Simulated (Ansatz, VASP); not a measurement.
Yb: VASP beside Ansatz

The input INCAR:

```
PREC = Accurate
ENCUT = 520
EDIFF = 1E-8
ISMEAR = -1
SIGMA = 0.05
LREAL = False
LASPH = True
NELM = 60
ALGO = Normal
ISIF = 2
LWAVE = False
LCHARG = False
GGA = PE
LEFG = True
NBANDS = 18
```

File KPOINTS:

```
Automatic mesh
0
Gamma
  13 13 13
```

File POSCAR:

```
Yb
1.0
    0.0000000000      2.5584252375      2.5584252375
    2.5584252375      0.0000000000      2.5584252375
    2.5584252375      2.5584252375      0.0000000000
Yb
1
Direct
    0.0000000000      0.0000000000      0.0000000000
```

Input for Ansatz:

```yaml
crystal:
  lattice:
    - [0.0, 2.5584252375, 2.5584252375]
    - [2.5584252375, 0.0, 2.5584252375]
    - [2.5584252375, 2.5584252375, 0.0]
  atoms:
    - { symbol: Yb, position: [0.0, 0.0, 0.0] }
kpoints:
  mp_grid: { grid: [13, 13, 13] }
scf:
  occupations: { method: fermi_dirac, width: 0.05 }
hamiltonian:
  xc: pbe
  pseudopotentials: { kind: all_electron, datasets: crystal }
output:
  forces: true
  stress: true
  eigenvalues: true
  efg: { contact_densities: true }
```

Change from the starting cell: volume scaled by 0.9405, crystal datasets.

Alike in both runs: task electric field gradients; functional PBE; k mesh 13 × 13 × 13; occupations fermi-dirac, width 0.05 eV; no spin polarisation.

```csv
,VASP,Ansatz
version,VASP 6.6.1,Ansatz 0.2.0
potentials or method,"VASP PAW PBE potentials, release 64 (Yb), cutoff 520 eV","all-electron PAW with datasets made for the crystal, scalar-relativistic"
```

|  | VASP | Ansatz | Ansatz less VASP |
| --- | --- | --- | --- |
| pressure (GPa) | 1.1 | 1.3 | +0.27 |

Ansatz ran all-electron here, and VASP with PAW potentials.

Neither program's run includes spin-orbit coupling.
